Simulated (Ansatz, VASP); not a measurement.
**Two plane-wave programs on LaPSe4**

```xyz
6
Lattice="0.0000 4.0685 4.0685 4.0685 0.0000 4.0685 4.0685 4.0685 0.0000" Properties=species:S:1:pos:R:3 pbc="T T T"
La    2.0342    2.0342    2.0342
P     0.0000    0.0000    0.0000
Se    5.0995    3.0375    3.0375
Se    5.0995    5.0995    5.0995
Se    3.0375    5.0995    3.0375
Se    3.0375    3.0375    5.0995
```

Change from the starting cell: species swapped into the YbInCu4 type (F-43m, No. 216).

Alike in both runs: functional PBE; k mesh 3 × 3 × 3; occupations gaussian, width 0.15 eV; no spin polarisation.

Ansatz relaxed the structure, and its values are those at the end. VASP's run is a single point on that final structure, the one shown.

|  | VASP | Ansatz |
| --- | --- | --- |
| version | VASP 6.6.1 | Ansatz 0.2.0 |
| potentials or method | VASP PAW PBE potentials, release 64 (La, P, Se), cutoff 500 eV | scalar-relativistic, plane waves, PAW |
| valence electrons in the cell | 40 | 80 |

|  | VASP | Ansatz | Ansatz less VASP |
| --- | --- | --- | --- |
| gap on the k mesh at the Fermi level (eV) | none | none | - |
| pressure (GPa) | -0.3 | -0.3 | +0.01 |
| rms of the force components (eV/Å) | 0.020 | 0.019 | -0.0002 |

A gap of «none» marks a metal or a gap that the smearing closes. The functional is the same, so the differences come from potentials, cutoffs and numerics. VASP's potentials hold 40 valence electrons a cell and Ansatz's 80, so a difference there can come from the potentials and not from the codes.

The k mesh is coarse, so the values compare programs but aren't converged. Neither program's run includes spin-orbit coupling.
